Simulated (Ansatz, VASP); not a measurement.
C: VASP beside Ansatz

Contents of INCAR:

```
ALGO = Normal ; EDIFF = 1E-7
ENCUT = 520 ; GGA = PE
ISIF = 2 ; ISMEAR = 0
LASPH = True ; LCHARG = False
LREAL = False ; LWAVE = False
NBANDS = 31 ; NELM = 80
PREC = Accurate ; SIGMA = 0.1
```

The input KPOINTS:

```
k-points
0
Gamma
  6 6 2
```

File POSCAR:

```
C
1.0
    2.6478986000      0.0000000000      0.0000000000
   -1.3239493000      2.2931474500      0.0000000000
    0.0000000000      0.0000000000      9.3406367700
C
10
Direct
    0.3333333300      0.6666666700      0.5790258200
    0.6666666700      0.3333333300      0.0790258200
    0.0000000000      0.0000000000      0.7500000000
    0.3333333300      0.6666666700      0.9209741800
    0.0000000000      0.0000000000      0.2500000000
    0.6666666700      0.3333333300      0.4209741800
    0.3333333300      0.6666666700      0.7500000000
    0.0000000000      0.0000000000      0.5000000000
    0.6666666700      0.3333333300      0.2500000000
    0.0000000000      0.0000000000      0.0000000000
```

Input for Ansatz:

```yaml
crystal:
  lattice:
    - [2.6478986, 0.0, 0.0]
    - [-1.3239493, 2.29314745, 0.0]
    - [0.0, 0.0, 9.34063677]
  atoms:
    - { symbol: C, position: [0.33333333, 0.66666667, 0.57902582] }
    - { symbol: C, position: [0.66666667, 0.33333333, 0.07902582] }
    - { symbol: C, position: [0.0, 0.0, 0.75] }
    - { symbol: C, position: [0.33333333, 0.66666667, 0.92097418] }
    - { symbol: C, position: [0.0, 0.0, 0.25] }
    - { symbol: C, position: [0.66666667, 0.33333333, 0.42097418] }
    - { symbol: C, position: [0.33333333, 0.66666667, 0.75] }
    - { symbol: C, position: [0.0, 0.0, 0.5] }
    - { symbol: C, position: [0.66666667, 0.33333333, 0.25] }
    - { symbol: C, position: [0.0, 0.0, 0.0] }
basis:
  ecutwfc: 420
kpoints:
  mp_grid: { grid: [6, 6, 2] }
hamiltonian:
  xc: pbe
scf:
  occupations: { method: gaussian, width: 0.1 }
  lower_state_search: "off"
output:
  forces: true
  stress: true
  eigenvalues: true
```

Alike in both runs: task single point; functional PBE; k mesh 6 × 6 × 2; occupations gaussian, width 0.1 eV; no spin polarisation.

```csv
,VASP,Ansatz
version,VASP 6.6.1,Ansatz 0.2.0
potentials or method,"VASP PAW PBE potentials, release 64 (C), cutoff 520 eV","scalar-relativistic, plane waves, PAW"
valence electrons in the cell,40,40
```

|  | VASP | Ansatz | Ansatz less VASP |
| --- | --- | --- | --- |
| gap on the k mesh at the Fermi level (eV) | none | none | - |
| rms of the force components (eV/Å) | 0.181 | 0.178 | -0.0025 |

Atom by atom the forces differ by 0.002 eV/Å (rms over components). A gap of «none» marks a metal or a gap that the smearing closes. The functional is the same, so the differences come from potentials, cutoffs and numerics.

The k mesh is coarse, so the values compare programs but aren't converged.
